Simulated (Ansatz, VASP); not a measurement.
**SnO2 in VASP and in Ansatz**

```
Sn O
1.0
     4.73735    0.00000    0.00000
     0.00000    4.73735    0.00000
     0.00000    0.00000    3.25013
Sn O
2 4
Cartesian
  0.0000 0.0000 0.0000
  2.3687 2.3687 1.6251
  1.4478 1.4478 0.0000
  0.9208 3.8165 1.6251
  3.2895 3.2895 0.0000
  3.8165 0.9208 1.6251
```

Change from the starting cell: zz strain of +2 %.

Alike in both runs: task single point; functional LDA; k mesh 4 × 4 × 6; occupations fermi-dirac, width 0.03 eV; no spin polarisation.

|  | VASP | Ansatz |
| --- | --- | --- |
| version | VASP 6.6.1 | Ansatz 0.2.0 |
| potentials or method | VASP PAW LDA potentials, release 64 (Sn_d, O), cutoff 520 eV | all-electron LAPW, scalar-relativistic |

VASP gave:

```
pressure (GPa)                                                : -4.7
traceless stress, the component that is largest in VASP (GPa) : -2.93
rms of the force components (eV/Å)                            : 0.081
```

What did Ansatz give for the same quantities?

Pressure (GPa): -5.6; traceless stress, the component that is largest in VASP (GPa): -3.13; rms of the force components (eV/Å): 0.087.

LDA's correlation is that of Perdew and Zunger in VASP and of Perdew and Wang (1992) in Ansatz. Atom by atom the forces differ by 0.006 eV/Å (rms over components). Ansatz ran all-electron here, and VASP with PAW potentials.
